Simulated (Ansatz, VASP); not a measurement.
# One calculation of Al32H, two programs

```
CELL_PARAMETERS angstrom
8.10000 0.00000 0.00000
0.00000 8.10000 0.00000
0.00000 0.00000 8.10000
ATOMIC_POSITIONS crystal
Al 0.50038 0.00036 0.00037
Al 0.74988 0.24992 0.99433
Al 0.74988 0.99430 0.24990
Al 0.99968 0.00038 0.00038
Al 0.25005 0.25000 0.99870
Al 0.50039 0.49967 0.00038
Al 0.75000 0.75003 0.99871
Al 0.25005 0.99870 0.25000
Al 0.49436 0.24992 0.24990
Al 0.74987 0.50598 0.24989
Al 0.50039 0.00038 0.49968
Al 0.74987 0.24992 0.50603
Al 0.75000 0.99871 0.75004
Al 0.99968 0.49967 0.00036
Al 0.25002 0.75001 0.99916
Al 0.00609 0.24991 0.24989
Al 0.25003 0.50127 0.24999
Al 0.49870 0.75003 0.25000
Al 0.99969 0.00035 0.49968
Al 0.25003 0.24999 0.50126
Al 0.50038 0.49967 0.49967
Al 0.74999 0.75002 0.50126
Al 0.25002 0.99916 0.75002
Al 0.49870 0.25000 0.75004
Al 0.74999 0.50126 0.75002
Al 0.00125 0.75002 0.24999
Al 0.99971 0.49971 0.49971
Al 0.25003 0.75002 0.50088
Al 0.00125 0.24999 0.75002
Al 0.25003 0.50087 0.75002
Al 0.49917 0.75001 0.75002
Al 0.00088 0.75002 0.75003
H 0.75401 0.25256 0.25330
```

Alike in both runs: functional PBE; k mesh 3 × 3 × 3; occupations gaussian, width 0.05 eV; no spin polarisation.

Ansatz relaxed the structure, and its values are those at the end. VASP's run is a single point on that final structure, the one shown.

|  | VASP | Ansatz |
| --- | --- | --- |
| version | VASP 6.6.1 | Ansatz 0.2.0 |
| potentials or method | VASP PAW PBE potentials, release 64 (Al, H), cutoff 520 eV | scalar-relativistic, plane waves, PAW |
| valence electrons in the cell | 97 | 97 |

Ansatz gave:

- rms of the force components (eV/Å): 0.003

Q: What did VASP give for the same quantities?

A: rms of the force components (eV/Å): 0.006.
